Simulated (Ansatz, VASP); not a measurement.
# One calculation of Ca, two programs

```
Ca
1.0
    -2.21776    2.21776    2.21776
     2.21776   -2.21776    2.21776
     2.21776    2.21776   -2.21776
Ca
1
Direct
  0.00000 0.00000 0.00000
```

Alike in both runs: task relaxation of cell and atoms; functional BLYP; k mesh 10 × 10 × 10; occupations fermi-dirac, width 0.1 eV; no spin polarisation.

|  | VASP | Ansatz |
| --- | --- | --- |
| version | VASP 6.6.1 | Ansatz 0.2.0 |
| potentials or method | VASP PAW PBE potentials, release 64 (Ca_sv), cutoff 600 eV | plane waves (420 eV) with PAW, scalar-relativistic |
| valence electrons in the cell | 10 | 10 |

VASP gave:

| Property | Result |
| --- | --- |
| relaxed volume (Å³/atom) | 42.47 |
| relaxed cell length with the largest relative difference (Å) | 3.807 |

**Question.** Estimate Ansatz's values.

**Answer.** Relaxed volume (Å³/atom): 42.37; relaxed cell length with the largest relative difference (Å): 3.804.

VASP's potentials were made for PBE, not for BLYP.
